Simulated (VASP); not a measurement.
The system is MgCuGe.

```
CELL_PARAMETERS angstrom
4.00530 0.00000 0.00000
0.00000 4.00530 0.00000
0.00000 0.00000 6.39475
ATOMIC_POSITIONS crystal
Mg 0.00000 0.00000 0.00000
Mg 0.50000 0.50000 0.00000
Cu 0.00000 0.50000 0.29804
Cu 0.50000 0.00000 0.70196
Ge 0.00000 0.50000 0.67798
Ge 0.50000 0.00000 0.32202
```

Program: VASP 6.6.1. Alike in all runs: task single point; no spin polarisation; cell as given; k mesh 6 × 6 × 4; cutoff (eV) 520; smearing fermi-dirac 0.15 eV.

**Question.** Order these runs on this cell by their pressure, lowest first.
A. level LDA; potentials or basis VASP PAW LDA potentials, release 64 (Mg, Cu, Ge_d)
B. level RPBE; potentials or basis VASP PAW PBE potentials, release 64 (Mg, Cu, Ge_d)
C. level r2SCAN; potentials or basis VASP PAW PBE potentials, release 64 (Mg, Cu, Ge_d)

**Answer.** A (-5.4 GPa), C (-1.8 GPa), B (3.0 GPa).

Caveats: the PAW data sets were made with another functional, which shifts forces and pressure a little (at least some runs); the cell stands under tension (at least some runs).
